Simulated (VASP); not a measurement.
# Ge4F in VASP: single point with PBE+D3(BJ)

Aim: the single point of Ge4F with PBE+D3(BJ).

Program: VASP 6.6.1. These are calculated values, not measurements. Logs are shortened: lines on timing, memory, paths and dates and some standing lists are left out, and cuts for length are marked.

**1. The cell of the first run**

The cell holds a slab with vacuum, 5 atoms: a = 4.030 Å, b = 4.030 Å, c = 21.742 Å, α = 90.00°, β = 90.00°, γ = 90.00°.

**2. Single point, PBE+D3(BJ)**

Input file INCAR:

```
SYSTEM = Ge4F
ALGO     = Normal         ! electronic algorithm
DIPOL    = 0.5 0.5 0.327
EDIFF    = 1E-6           ! SCF threshold, eV
ENCUT    = 520            ! plane-wave cutoff, eV
GGA      = PE             ! functional
IDIPOL   = 3            
ISIF     = 2              ! what is computed and relaxed
ISMEAR   = 0              ! smearing method
IVDW     = 12             ! dispersion correction
LASPH    = .TRUE.         ! aspherical terms in the spheres
LCHARG   = .FALSE.        ! write CHGCAR
LDIPOL   = .TRUE.       
LREAL    = .FALSE.        ! projectors in reciprocal space
LWAVE    = .FALSE.        ! write WAVECAR
NBANDS   = 40             ! bands
NELM     = 60             ! most SCF steps
PREC     = Accurate       ! precision mode
SIGMA    = 0.1            ! smearing width, eV
```

Input file KPOINTS:

```
k-points
0
G
  7 7 1
  0 0 0
```

Input file POSCAR:

```
Ge4F
1.0
    4.0303587917      0.0000000000      0.0000000000
    0.0000000000      4.0303587917      0.0000000000
    0.0000000000      0.0000000000     21.7416627734
Ge F
4 1
Direct
    0.0000000000      0.5000000000      0.1839785688
    0.0000000000      0.0000000000      0.2495184969
    0.5000000000      0.0000000000      0.3181867399
    0.5000000000      0.5000000000      0.3836717946
    0.7500000000      0.5000000000      0.4986584001
```

Potentials or basis: VASP PAW PBE potentials, release 64 (Ge_d, F).

Run with:

```sh
> cat potpaw_PBE.64/Ge_d/POTCAR potpaw_PBE.64/F/POTCAR > POTCAR
> mpirun -np 1 vasp_std > vasp.out
```

OUTCAR:

```text
SYSTEM = Ge4F
   EDIFF = 1E-6
   ENCUT = 520
   GGA = PE
   ISIF = 2
   ISMEAR = 0
   IVDW = 12
   LASPH = .TRUE.
   LREAL = .FALSE.
   NELM = 60
   PREC = Accurate
 IVDW          = 12

 ion  position               nearest neighbor table
   1  0.000  0.500  0.184-   2 2.47   2 2.47
   2  0.000  0.000  0.250-   1 2.47   1 2.47   3 2.51   3 2.51
   3  0.500  0.000  0.318-   4 2.47   4 2.47   2 2.51   2 2.51
   4  0.500  0.500  0.384-   3 2.47   3 2.47
   5  0.750  0.500  0.499-

  LATTYP: Found a simple tetragonal cell.
 ALAT       =     4.0303587917
 C/A-ratio  =     5.3944732708

  Lattice vectors:

 A1 = (   4.0303587917,   0.0000000000,   0.0000000000)
 A2 = (   0.0000000000,   4.0303587917,   0.0000000000)
 A3 = (   0.0000000000,   0.0000000000,  21.7416627734)

Analysis of symmetry for initial positions (statically):
=====================================================================
 Subroutine PRICEL returns:
 Original cell was already a primitive cell.

 Routine SETGRP: Setting up the symmetry group for a
 simple tetragonal supercell.

 Subroutine GETGRP returns: Found  2 space group operations
 (whereof  2 operations were pure point group operations)
 out of a pool of 16 trial point group operations.

The static configuration has the point symmetry C_1h.

Analysis of symmetry for dynamics (positions and initial velocities):
=====================================================================
 Subroutine PRICEL returns:
 Original cell was already a primitive cell.

 Routine SETGRP: Setting up the symmetry group for a
 simple tetragonal supercell.

 Subroutine GETGRP returns: Found  2 space group operations
 (whereof  2 operations were pure point group operations)
 out of a pool of 16 trial point group operations.

The dynamic configuration has the point symmetry C_1h.

 Subroutine INISYM returns: Found  2 space group operations
 (whereof  2 operations are pure point group operations),
 and found     1 'primitive' translations

----------------------------------------------------------------------------------------

                                     Primitive cell

  volume of cell :     353.1670

  direct lattice vectors                    reciprocal lattice vectors
     4.030358792  0.000000000  0.000000000     0.248116868  0.000000000  0.000000000
     0.000000000  4.030358792  0.000000000     0.000000000  0.248116868  0.000000000
     0.000000000  0.000000000 21.741662773     0.000000000  0.000000000  0.045994642

  length of vectors
     4.030358792  4.030358792 21.741662773     0.248116868  0.248116868  0.045994642

  position of ions in fractional coordinates (direct lattice)
     0.000000000  0.500000000  0.183978569
     0.000000000  0.000000000  0.249518497
     0.500000000  0.000000000  0.318186740
     0.500000000  0.500000000  0.383671795
     0.750000000  0.500000000  0.498658400

  ion indices of the primitive-cell ions
   primitive index   ion index
                 1           1
                 2           2
                 3           3
                 4           4
                 5           5

----------------------------------------------------------------------------------------

 KPOINTS: k-points

Automatic generation of k-mesh.
 Grid dimensions read from file:
 generate k-points for:    7    7    1

 Generating k-lattice:

  Cartesian coordinates                     Fractional coordinates (reciprocal lattice)
     0.035445267  0.000000000  0.000000000     0.142857143  0.000000000  0.000000000
     0.000000000  0.035445267  0.000000000     0.000000000  0.142857143  0.000000000
     0.000000000  0.000000000  0.045994642     0.000000000  0.000000000  1.000000000

  Length of vectors
     0.035445267  0.035445267  0.045994642

  Shift w.r.t. Gamma in fractional coordinates (k-lattice)
     0.000000000  0.000000000  0.000000000

 Subroutine IBZKPT returns following result:
 ===========================================

 Found     16 irreducible k-points:

 Following reciprocal coordinates:
            Coordinates               Weight
  0.000000  0.000000  0.000000      1.000000
  0.142857  0.000000  0.000000      2.000000
  0.000000  0.142857  0.000000      2.000000
  0.285714  0.000000  0.000000      2.000000
  0.000000  0.285714  0.000000      2.000000
  0.428571  0.000000  0.000000      2.000000
[... 8 lines left out ...]
 -0.285714  0.428571  0.000000      4.000000
  0.428571  0.428571  0.000000      4.000000
   k-points           NKPTS =     16   k-points in BZ     NKDIM =     16   number of bands    NBANDS=     40
   number of dos      NEDOS =    301   number of ions     NIONS =      5
   total plane-waves  NPLWV = 145800
   dimension x,y,z NGX =    30 NGY =   30 NGZ =  162
   dimension x,y,z NGXF=    60 NGYF=   60 NGZF=  324
   ions per type =               4   1
   NGX,Y,Z   is equivalent  to a cutoff of  12.37, 12.37, 12.39 a.u.
   NGXF,Y,Z  is equivalent  to a cutoff of  24.75, 24.75, 24.77 a.u.
 SYSTEM =  Ge4F
   PREC   = accura    normal or accurate (medium, high low for compatibility)
   ISTART =      0    job   : 0-new  1-cont  2-samecut
   ICHARG =      2    charge: 1-file 2-atom 10-const
   ISPIN  =      1    spin polarized calculation?
   LNONCOLLINEAR =      F non collinear calculations
   LSORBIT =      F    spin-orbit coupling
   LASPH  =      T    aspherical Exc in radial PAW
   ENCUT  =  520.0 eV  38.22 Ry    6.18 a.u.   7.49  7.49 40.43*2*pi/ulx,y,z
   NELM   =     60;   NELMIN=  2; NELMDL= -5     # of ELM steps
   EDIFF  = 0.1E-05   stopping-criterion for ELM
   LREAL  =      F    real-space projection
   EDIFFG = 0.1E-04   stopping-criterion for IOM
   NSW    =      0    number of steps for IOM
   IBRION =     -1    ionic relax: 0-MD 1-quasi-New 2-CG
   NFREE  =      0    steps in history (QN), initial steepest desc. (CG)
   ISIF   =      2    stress and relaxation
   ISYM   =      2    0-nonsym 1-usesym 2-fastsym
   POTIM  = 0.5000    time-step for ionic-motion
   TEBEG  =    0.0;   TEEND  =   0.0 temperature during run
   PSTRESS=    0.0 pullay stress
   NELECT =      63.0000    total number of electrons
   NUPDOWN=      -1.0000    fix difference up-down
   EMIN   =  10.00;   EMAX   =-10.00  energy-range for DOS
   EFERMI =   0.00;   METHOD = LEGACY
   ISMEAR =     0;   SIGMA  =   0.10  broadening in eV -4-tet -1-fermi 0-gaus
   EFERMI_NEDOS =   21; number of points for ismear=-14 and -15
   IALGO  =     38    algorithm
   IMIX   =      4    mixing-type and parameters
     AMIX     =   0.40;   BMIX     =  1.00
     AMIX_MAG =   1.60;   BMIX_MAG =  1.00
  volume/ion in A,a.u.               =      70.63       476.66
  Fermi-wavevector in a.u.,A,eV,Ry     =   0.921570  1.741515 11.555307  0.849291
  Thomas-Fermi vector in A             =   2.047001
   LORBIT       =      0    0 simple, 1 ext, 2 COOP (PROOUT), +10 PAW based schemes
   GGA     = PE    functional components
   LHFCALC =     F    Hartree Fock is set to
   AEXX    =    0.0000 exact exchange contribution
   IVDW    =    12    specifies the selected vdW correction
   LEPSILON=     F    determine dielectric tensor
   LRPA    =     F    only Hartree local field effects (RPA)
 non-spin polarized calculation
 Gauss-broadening in eV      SIGMA  =   0.10
  energy-cutoff  :      520.00
  volume of cell :      353.17
 maximum number of plane-waves:      9593
 NGX is ok and might be reduce to    30
   NGX = 15   NGY = 15   NGZ = 81

 number of electron      62.9999900 magnetization

 dipolmoment           0.000000      0.000000      0.452961 electrons x Angstroem

 Free energy of the ion-electron system (eV)
  ---------------------------------------------------
  ext. energy  EPLUGINS =         0.00000000
  ---------------------------------------------------
  free energy    TOTEN  =       -17.80528853 eV

  energy without entropy =      -17.79244167  energy(sigma->0) =      -17.79886510

 E-fermi :  -4.0915     XC(G=0):  -3.7858

 val. band max:       -4.1476768901   @ k =  -0.2857   0.4286   0.0000
 cond. band min:      -4.0651524979   @ k =   0.4286   0.2857   0.0000
 fundamental gap:      0.0825243922
 Fermi energy:        -4.0915134098

 k-point     1 :       0.0000    0.0000    0.0000
  band No.  band energies     occupation
      1     -29.0405      2.00000
      2     -29.0156      2.00000
      3     -28.9541      2.00000
      4     -28.9386      2.00000
      5     -28.8893      2.00000
      6     -28.5499      2.00000
[... 32 lines left out ...]
     39       0.6189      0.00000
     40       1.8824      0.00000

 k-point     2 :       0.1429    0.0000    0.0000
  band No.  band energies     occupation
      1     -29.0399      2.00000
      2     -29.0157      2.00000
      3     -28.9542      2.00000
      4     -28.9387      2.00000
      5     -28.8892      2.00000
      6     -28.5486      2.00000
[... 32 lines left out ...]
     39       0.7761      0.00000
     40       2.2364      0.00000

 k-point     3 :       0.0000    0.1429    0.0000
  band No.  band energies     occupation
      1     -29.0402      2.00000
      2     -29.0160      2.00000
      3     -28.9541      2.00000
      4     -28.9386      2.00000
      5     -28.8881      2.00000
      6     -28.5497      2.00000
[... 32 lines left out ...]
     39       0.9693      0.00000
     40       2.0603      0.00000

 k-point     4 :       0.2857    0.0000    0.0000
  band No.  band energies     occupation
      1     -29.0385      2.00000
      2     -29.0161      2.00000
      3     -28.9545      2.00000
      4     -28.9388      2.00000
      5     -28.8890      2.00000
      6     -28.5410      2.00000
[... 32 lines left out ...]
     39       1.6445      0.00000
     40       2.0706      0.00000
[... 428 lines left out ...]
     39       2.1536      0.00000
     40       2.5459      0.00000

 k-point    15 :      -0.2857    0.4286    0.0000
  band No.  band energies     occupation
      1     -29.0373      2.00000
      2     -29.0182      2.00000
      3     -28.9530      2.00000
      4     -28.9322      2.00000
      5     -28.8930      2.00000
      6     -28.5393      2.00000
[... 32 lines left out ...]
     39       2.2724      0.00000
     40       2.9468      0.00000

 k-point    16 :       0.4286    0.4286    0.0000
  band No.  band energies     occupation
      1     -29.0361      2.00000
      2     -29.0185      2.00000
      3     -28.9533      2.00000
      4     -28.9323      2.00000
      5     -28.8929      2.00000
      6     -28.5226      2.00000
[... 32 lines left out ...]
     39       2.3010      0.00000
     40       2.8796      0.00000

------------------------ aborting loop because EDIFF is reached ----------------------------------------

 vacuum level on the upper side and lower side of the slab       (xc-potential included)         2.454        -2.468

 Edisp (eV)   -0.89578

 E8    (eV) :    -0.4126

  FORCE on cell =-STRESS in cart. coord.  units (eV):
  Direction    XX          YY          ZZ          XY          YZ          ZX
  --------------------------------------------------------------------------------------
  -------------------------------------------------------------------------------------
  Total      -2.95786     1.30595    -6.31274     0.00000     0.00000    -1.64641
  in kB     -13.41861     5.92458   -28.63839     0.00000     0.00000    -7.46910
  external pressure =      -12.04 kB  Pullay stress =        0.00 kB

 VOLUME and BASIS-vectors are now :
 -----------------------------------------------------------------------------
  energy-cutoff  :      520.00
  volume of cell :      353.17
      direct lattice vectors                 reciprocal lattice vectors
     4.030358792  0.000000000  0.000000000     0.248116868  0.000000000  0.000000000
     0.000000000  4.030358792  0.000000000     0.000000000  0.248116868  0.000000000
     0.000000000  0.000000000 21.741662773     0.000000000  0.000000000  0.045994642

 POSITION                                       TOTAL-FORCE (eV/Angst)
 -----------------------------------------------------------------------------------
      0.00000      2.01518      4.00000        -0.053527      0.000000     -0.197623
      0.00000      0.00000      5.42495         0.129794      0.000000      0.234071
      2.01518      0.00000      6.91791         0.001156      0.000000      0.160858
      2.01518      2.01518      8.34166         0.522493      0.000000      2.291863
      3.02277      2.01518     10.84166        -0.599915      0.000000     -2.489169
 -----------------------------------------------------------------------------------
    total drift:                               -0.000067      0.000000     -0.001450

  FREE ENERGIE OF THE ION-ELECTRON SYSTEM (eV)
  ---------------------------------------------------
  free  energy   TOTEN  =       -18.7010725744 eV

  energy  without entropy=      -18.6882257187  energy(sigma->0) =      -18.69464915

 vacuum level on the upper side and lower side of the slab         5.845         0.799
```

Wall time 10 min (1 thread of Intel Xeon Platinum 8375C at 2.90GHz (Ice Lake), shared host); peak memory 0.49 GiB.

What came out:

```
Free energy                : -18.7011 eV
Largest force              : 2.560 eV/Å
Band gap on the k mesh     : zero (an odd number of electrons rules out a gap without spin polarisation)
Dispersion energy per atom : -0.179 eV
```

Forces on the atoms (eV/Å):
```
Ge  -0.054  0.000 -0.198
Ge   0.130  0.000  0.234
Ge   0.001  0.000  0.161
Ge   0.522  0.000  2.292
F   -0.600  0.000 -2.489
```

Levels at points of the mesh, in eV from the Fermi level:
```tsv
k point	band 27	band 28	band 29	band 30	band 31	band 32	band 33	band 34	band 35	band 36
(0.00, 0.00, 0.00)	-1.66	-0.99	-0.51	-0.37	-0.17	0.94	1.26	1.77	1.94	2.51
```

Caveat: an odd number of electrons without spin polarisation forces a metal; a magnetic or distorted state may lie lower.
